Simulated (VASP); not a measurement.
# AlP (pbe) (F-43m) in VASP: a series of runs

Runs on AlP (pbe). Level: PBE. Tasks: single point.

All numbers are computed with VASP 6.6.1; they aren't measurements. Logs are shortened: lines on timing, memory, paths and dates and some standing lists are left out, and cuts for length are marked.

### 1 The cell of the first run

It takes space group F-43m (No. 216, cubic). The conventional cell has a = 5.464 Å, b = 5.464 Å, c = 5.464 Å, α = 90.00°, β = 90.00°, γ = 90.00°. Within 3.1 Å of Al (site symmetry -43m) lie 4 P at 2.37 Å. Within 3.1 Å of P (site symmetry -43m) lie 4 Al at 2.37 Å.

### 2 Single point, PBE

Contents of INCAR:

```
ALGO = Normal ; EDIFF = 1E-6
ENCUT = 500 ; GGA = PE
GGA_COMPAT = F ; ISIF = 2
ISMEAR = 0 ; LASPH = T
LCHARG = T ; LELF = T
LREAL = F ; LVHAR = T
LWAVE = F ; NBANDS = 11
NELM = 120 ; PREC = Accurate
SIGMA = 0.1
```

Contents of KPOINTS:

```
k-points
0
Gamma
  6 6 6
```

Contents of POSCAR:

```
AlP
1.0
    0.0000000000      2.7320000000      2.7320000000
    2.7320000000      0.0000000000      2.7320000000
    2.7320000000      2.7320000000      0.0000000000
Al P
1 1
Direct
    0.0000000000      0.0000000000      0.0000000000
    0.2500000000      0.2500000000      0.2500000000
```

Potentials or basis: VASP PAW PBE potentials, release 64 (Al, P).

Run with:

```bash
$ cat potpaw_PBE.64/Al/POTCAR potpaw_PBE.64/P/POTCAR > POTCAR
$ mpirun -np 1 vasp_std > vasp.out
```

OUTCAR:

```text
EDIFF = 1E-6
   ENCUT = 500
   GGA = PE
   ISIF = 2
   ISMEAR = 0
   LASPH = T
   LREAL = F
   NELM = 120
   PREC = Accurate

 ion  position               nearest neighbor table
   1  0.000  0.000  0.000-   2 2.37   2 2.37   2 2.37   2 2.37
   2  0.250  0.250  0.250-   1 2.37   1 2.37   1 2.37   1 2.37

  LATTYP: Found a face centered cubic cell.
 ALAT       =     5.4640000000

  Lattice vectors:

 A1 = (   0.0000000000,   2.7320000000,   2.7320000000)
 A2 = (   2.7320000000,   0.0000000000,   2.7320000000)
 A3 = (   2.7320000000,   2.7320000000,   0.0000000000)

Analysis of symmetry for initial positions (statically):
=====================================================================
 Subroutine PRICEL returns:
 Original cell was already a primitive cell.

 Routine SETGRP: Setting up the symmetry group for a
 face centered cubic supercell.

 Subroutine GETGRP returns: Found 24 space group operations
 (whereof 24 operations were pure point group operations)
 out of a pool of 48 trial point group operations.

The static configuration has the point symmetry T_d .

Analysis of symmetry for dynamics (positions and initial velocities):
=====================================================================
 Subroutine PRICEL returns:
 Original cell was already a primitive cell.

 Routine SETGRP: Setting up the symmetry group for a
 face centered cubic supercell.

 Subroutine GETGRP returns: Found 24 space group operations
 (whereof 24 operations were pure point group operations)
 out of a pool of 48 trial point group operations.

The dynamic configuration has the point symmetry T_d .

 Subroutine INISYM returns: Found 24 space group operations
 (whereof 24 operations are pure point group operations),
 and found     1 'primitive' translations

----------------------------------------------------------------------------------------

                                     Primitive cell

  volume of cell :      40.7823

  direct lattice vectors                    reciprocal lattice vectors
     0.000000000  2.732000000  2.732000000    -0.183016105  0.183016105  0.183016105
     2.732000000  0.000000000  2.732000000     0.183016105 -0.183016105  0.183016105
     2.732000000  2.732000000  0.000000000     0.183016105  0.183016105 -0.183016105

  length of vectors
     3.863631452  3.863631452  3.863631452     0.316993193  0.316993193  0.316993193

  position of ions in fractional coordinates (direct lattice)
     0.000000000  0.000000000  0.000000000
     0.250000000  0.250000000  0.250000000

  ion indices of the primitive-cell ions
   primitive index   ion index
                 1           1
                 2           2

----------------------------------------------------------------------------------------

 KPOINTS: k-points

Automatic generation of k-mesh.
 Grid dimensions read from file:
 generate k-points for:    6    6    6

 Generating k-lattice:

  Cartesian coordinates                     Fractional coordinates (reciprocal lattice)
    -0.030502684  0.030502684  0.030502684     0.166666667  0.000000000  0.000000000
     0.030502684 -0.030502684  0.030502684     0.000000000  0.166666667  0.000000000
     0.030502684  0.030502684 -0.030502684     0.000000000  0.000000000  0.166666667

  Length of vectors
     0.052832199  0.052832199  0.052832199

  Shift w.r.t. Gamma in fractional coordinates (k-lattice)
     0.000000000  0.000000000  0.000000000

 Subroutine IBZKPT returns following result:
 ===========================================

 Found     16 irreducible k-points:

 Following reciprocal coordinates:
            Coordinates               Weight
  0.000000  0.000000  0.000000      1.000000
  0.166667  0.000000  0.000000      8.000000
  0.333333  0.000000  0.000000      8.000000
  0.500000  0.000000  0.000000      4.000000
  0.166667  0.166667  0.000000      6.000000
  0.333333  0.166667  0.000000     24.000000
[... 8 lines left out ...]
 -0.333333  0.333333  0.166667     24.000000
 -0.333333  0.500000  0.166667     12.000000
   k-points           NKPTS =     16   k-points in BZ     NKDIM =     16   number of bands    NBANDS=     11
   number of dos      NEDOS =    301   number of ions     NIONS =      2
   total plane-waves  NPLWV =  21952
   dimension x,y,z NGX =    28 NGY =   28 NGZ =   28
   dimension x,y,z NGXF=    56 NGYF=   56 NGZF=   56
   ions per type =               1   1
   NGX,Y,Z   is equivalent  to a cutoff of  12.05, 12.05, 12.05 a.u.
   NGXF,Y,Z  is equivalent  to a cutoff of  24.10, 24.10, 24.10 a.u.
 SYSTEM =  unknown system
   PREC   = accura    normal or accurate (medium, high low for compatibility)
   ISTART =      0    job   : 0-new  1-cont  2-samecut
   ICHARG =      2    charge: 1-file 2-atom 10-const
   ISPIN  =      1    spin polarized calculation?
   LNONCOLLINEAR =      F non collinear calculations
   LSORBIT =      F    spin-orbit coupling
   LASPH  =      T    aspherical Exc in radial PAW
   ENCUT  =  500.0 eV  36.75 Ry    6.06 a.u.   7.04  7.04  7.04*2*pi/ulx,y,z
   NELM   =    120;   NELMIN=  2; NELMDL= -5     # of ELM steps
   EDIFF  = 0.1E-05   stopping-criterion for ELM
   LREAL  =      F    real-space projection
   EDIFFG = 0.1E-04   stopping-criterion for IOM
   NSW    =      0    number of steps for IOM
   IBRION =     -1    ionic relax: 0-MD 1-quasi-New 2-CG
   NFREE  =      0    steps in history (QN), initial steepest desc. (CG)
   ISIF   =      2    stress and relaxation
   ISYM   =      2    0-nonsym 1-usesym 2-fastsym
   POTIM  = 0.5000    time-step for ionic-motion
   TEBEG  =    0.0;   TEEND  =   0.0 temperature during run
   PSTRESS=    0.0 pullay stress
   NELECT =       8.0000    total number of electrons
   NUPDOWN=      -1.0000    fix difference up-down
   EMIN   =  10.00;   EMAX   =-10.00  energy-range for DOS
   EFERMI =   0.00;   METHOD = LEGACY
   ISMEAR =     0;   SIGMA  =   0.10  broadening in eV -4-tet -1-fermi 0-gaus
   EFERMI_NEDOS =   21; number of points for ismear=-14 and -15
   IALGO  =     38    algorithm
   IMIX   =      4    mixing-type and parameters
     AMIX     =   0.40;   BMIX     =  1.00
     AMIX_MAG =   1.60;   BMIX_MAG =  1.00
  volume/ion in A,a.u.               =      20.39       137.61
  Fermi-wavevector in a.u.,A,eV,Ry     =   0.951220  1.797544 12.310807  0.904819
  Thomas-Fermi vector in A             =   2.079669
   LORBIT       =      0    0 simple, 1 ext, 2 COOP (PROOUT), +10 PAW based schemes
   GGA     = PE    functional components
   LHFCALC =     F    Hartree Fock is set to
   AEXX    =    0.0000 exact exchange contribution
   IVDW    =     0    specifies the selected vdW correction
   LEPSILON=     F    determine dielectric tensor
   LRPA    =     F    only Hartree local field effects (RPA)
 non-spin polarized calculation
 Gauss-broadening in eV      SIGMA  =   0.10
  energy-cutoff  :      500.00
  volume of cell :       40.78
 maximum number of plane-waves:      1056
   NGX = 15   NGY = 15   NGZ = 15

 number of electron       8.0000000 magnetization

 Free energy of the ion-electron system (eV)
  ---------------------------------------------------
  ext. energy  EPLUGINS =         0.00000000
  ---------------------------------------------------
  free energy    TOTEN  =       -10.36335880 eV

  energy without entropy =      -10.36335880  energy(sigma->0) =      -10.36335880

 E-fermi :   4.9760     XC(G=0):  -9.1984

 val. band max:        4.5646991973   @ k =   0.0000   0.0000   0.0000
 cond. band min:       6.1456571107   @ k =   0.5000   0.5000   0.0000
 fundamental gap:      1.5809579134
 Fermi energy:         4.9760345321

 k-point     1 :       0.0000    0.0000    0.0000
  band No.  band energies     occupation
      1      -6.9286      2.00000
      2       4.5647      2.00000
      3       4.5647      2.00000
      4       4.5647      2.00000
      5       7.8511      0.00000
      6       9.1204      0.00000
      7       9.1204      0.00000
      8       9.1204      0.00000
      9      13.3946      0.00000
     10      13.3946      0.00000
     11      14.8380      0.00000

 k-point     2 :       0.1667    0.0000    0.0000
  band No.  band energies     occupation
      1      -6.6262      2.00000
      2       2.6951      2.00000
      3       4.3227      2.00000
      4       4.3227      2.00000
      5       8.1809      0.00000
      6       9.5544      0.00000
      7       9.5544      0.00000
      8      10.2160      0.00000
      9      12.7557      0.00000
     10      12.7557      0.00000
     11      15.4150      0.00000

 k-point     3 :       0.3333    0.0000    0.0000
  band No.  band energies     occupation
      1      -5.8391      2.00000
      2       0.2341      2.00000
      3       3.9518      2.00000
      4       3.9518      2.00000
      5       7.6086      0.00000
      6       9.6083      0.00000
      7       9.6083      0.00000
      8      12.4880      0.00000
      9      13.6876      0.00000
     10      13.6876      0.00000
     11      14.8849      0.00000

 k-point     4 :       0.5000    0.0000    0.0000
  band No.  band energies     occupation
      1      -5.2543      2.00000
      2      -0.9547      2.00000
      3       3.8023      2.00000
      4       3.8023      2.00000
      5       7.3700      0.00000
      6       9.3810      0.00000
      7       9.3810      0.00000
      8      12.8317      0.00000
      9      16.0878      0.00000
     10      16.0878      0.00000
     11      16.3915      0.00000
[... 127 lines left out ...]
 k-point    14 :       0.5000    0.3333    0.1667
  band No.  band energies     occupation
      1      -5.2157      2.00000
      2       0.1468      2.00000
      3       1.8969      2.00000
      4       2.9784      2.00000
      5       8.4194      0.00000
      6       9.3962      0.00000
      7      10.0628      0.00000
      8      12.7782      0.00000
      9      13.9079      0.00000
     10      16.0452      0.00000
     11      17.9334      0.00000

 k-point    15 :      -0.3333    0.3333    0.1667
  band No.  band energies     occupation
      1      -4.7571      2.00000
      2      -0.4193      2.00000
      3       1.4443      2.00000
      4       2.5881      2.00000
      5       8.6137      0.00000
      6       9.5330      0.00000
      7      11.4447      0.00000
      8      12.2161      0.00000
      9      13.4400      0.00000
     10      16.4907      0.00000
     11      17.4731      0.00000

 k-point    16 :      -0.3333    0.5000    0.1667
  band No.  band energies     occupation
      1      -4.5562      2.00000
      2      -0.4719      2.00000
      3       1.6638      2.00000
      4       1.9050      2.00000
      5       7.8818      0.00000
      6       8.8730      0.00000
      7      12.2124      0.00000
      8      12.5604      0.00000
      9      15.8022      0.00000
     10      16.5078      0.00000
     11      17.8287      0.00000

------------------------ aborting loop because EDIFF is reached ----------------------------------------

  FORCE on cell =-STRESS in cart. coord.  units (eV):
  Direction    XX          YY          ZZ          XY          YZ          ZX
  --------------------------------------------------------------------------------------
  -------------------------------------------------------------------------------------
  Total        0.5145191      0.5145191      0.5145191      0.0000000      0.0000000     -0.0000000
  in kB       20.2134300     20.2134300     20.2134300      0.0000000      0.0000000     -0.0000000
  external PRESSURE =      20.2134300 kB  Pullay stress =       0.0000000 kB

 VOLUME and BASIS-vectors are now :
 -----------------------------------------------------------------------------
  energy-cutoff  :      500.00
  volume of cell :       40.78
      direct lattice vectors                 reciprocal lattice vectors
     0.000000000  2.732000000  2.732000000    -0.183016105  0.183016105  0.183016105
     2.732000000  0.000000000  2.732000000     0.183016105 -0.183016105  0.183016105
     2.732000000  2.732000000  0.000000000     0.183016105  0.183016105 -0.183016105

 POSITION                                       TOTAL-FORCE (eV/Angst)
 -----------------------------------------------------------------------------------
      0.00000      0.00000      0.00000        -0.000000     -0.000000     -0.000000
      1.36600      1.36600      1.36600         0.000000      0.000000      0.000000
 -----------------------------------------------------------------------------------
    total drift:                               -0.000000     -0.000000      0.000000

  FREE ENERGIE OF THE ION-ELECTRON SYSTEM (eV)
  ---------------------------------------------------
  free  energy   TOTEN  =       -10.3633588018 eV

  energy  without entropy=      -10.3633588018  energy(sigma->0) =      -10.36335880
```

It took 13 s on 1 thread of Intel Xeon 8259CL, shared host; peak memory 0.15 GiB.

What came out:

```yaml
Free_energy: -10.3634 eV
Pressure: 2.0 GPa
Band_gap_on_the_k_mesh: 1.58 eV, indirect (least direct gap 3.29 eV)
```

### 3 Single point, PBE

This run uses another cell than the first one, of 20.89 Å³/atom, 1.024 times its volume.

Contents of INCAR:

```
SYSTEM = AlP
  PREC = Accurate
  ENCUT = 500
  EDIFF = 1E-6
  ISMEAR = 0
  SIGMA = 0.02
  LREAL = .False.
  LASPH = .True.
  NELM = 120
  ALGO = Normal
  ISIF = 2
  LWAVE = .False.
  LCHARG = .False.
  GGA = PE
  NBANDS = 11
  GGA_COMPAT = .False.
```

Contents of KPOINTS:

```
Automatic mesh
0
Gamma
  8 8 8
  0 0 0
```

Contents of POSCAR:

```
AlP
1.0
    0.0000000000      2.7538824067      2.7538824067
    2.7538824067      0.0000000000      2.7538824067
    2.7538824067      2.7538824067      0.0000000000
Al P
1 1
Direct
    0.0000000000      0.0000000000      0.0000000000
    0.2500000000      0.2500000000      0.2500000000
```

Potentials or basis: VASP PAW PBE potentials, release 64 (Al, P).

Run with:

```bash
$ cat potpaw_PBE.64/Al/POTCAR potpaw_PBE.64/P/POTCAR > POTCAR
$ mpirun -np 1 vasp_std > vasp.out
```

Wall time 19 s (1 thread of Intel Xeon 8259CL, shared host); peak memory 0.15 GiB.

It converged, with:

```
Free energy            : -10.3768 eV
Pressure               : -0.1 GPa
Band gap on the k mesh : 1.63 eV, indirect (least direct gap 3.08 eV)
```

Levels at points of the mesh, in eV from the valence-band top:
| k point | band 1 | band 2 | band 3 | band 4 | band 5 | band 6 | band 7 | band 8 |
| --- | --- | --- | --- | --- | --- | --- | --- | --- |
| (0.00, 0.00, 0.00) | -11.36 | 0.00 | 0.00 | 0.00 | 3.08 | 4.52 | 4.52 | 4.52 |
| (0.50, 0.00, 0.00) | -9.74 | -5.41 | -0.75 | -0.75 | 2.72 | 4.81 | 4.81 | 8.20 |
| (0.50, 0.50, 0.00) | -9.11 | -5.22 | -2.05 | -2.05 | 1.63 | 2.47 | 10.85 | 10.85 |

### 4 Single point, PBE

This run uses another cell than the first one, of 20.89 Å³/atom, 1.024 times its volume.

Contents of INCAR:

```
PREC = Accurate
ENCUT = 500
EDIFF = 1E-6
ISMEAR = 0
SIGMA = 0.02
LREAL = F
LASPH = T
NELM = 120
ALGO = Normal
ISIF = 2
LWAVE = F
LCHARG = T
GGA = PE
LELF = T
LVHAR = T
NBANDS = 11
GGA_COMPAT = F
```

Contents of KPOINTS:

```
regular mesh
0
Gamma
  8 8 8
```

POSCAR is that of step 3.

Run with:

```bash
$ cat potpaw_PBE.64/Al/POTCAR potpaw_PBE.64/P/POTCAR > POTCAR
$ mpirun -np 1 vasp_std > vasp.out
```

Run time: 20 s. Hardware: 1 thread of Intel Xeon 8259CL, shared host; peak memory 0.15 GiB.

The run converged. Its results:

```
Free energy            : -10.3768 eV
Pressure               : -0.1 GPa
Band gap on the k mesh : 1.63 eV, indirect (least direct gap 3.08 eV)
```

Levels at points of the mesh, in eV from the valence-band top:
| k point | band 2 | band 3 | band 4 | band 5 | band 6 | band 7 |
| --- | --- | --- | --- | --- | --- | --- |
| (0.00, 0.00, 0.00) | 0.00 | 0.00 | 0.00 | 3.08 | 4.52 | 4.52 |
| (0.50, 0.00, 0.00) | -5.41 | -0.75 | -0.75 | 2.72 | 4.81 | 4.81 |
| (0.50, 0.50, 0.00) | -5.22 | -2.05 | -2.05 | 1.63 | 2.47 | 10.85 |

A k mesh can miss the band edges. A hybrid or GW would open this gap; PBE tends to underestimate it.
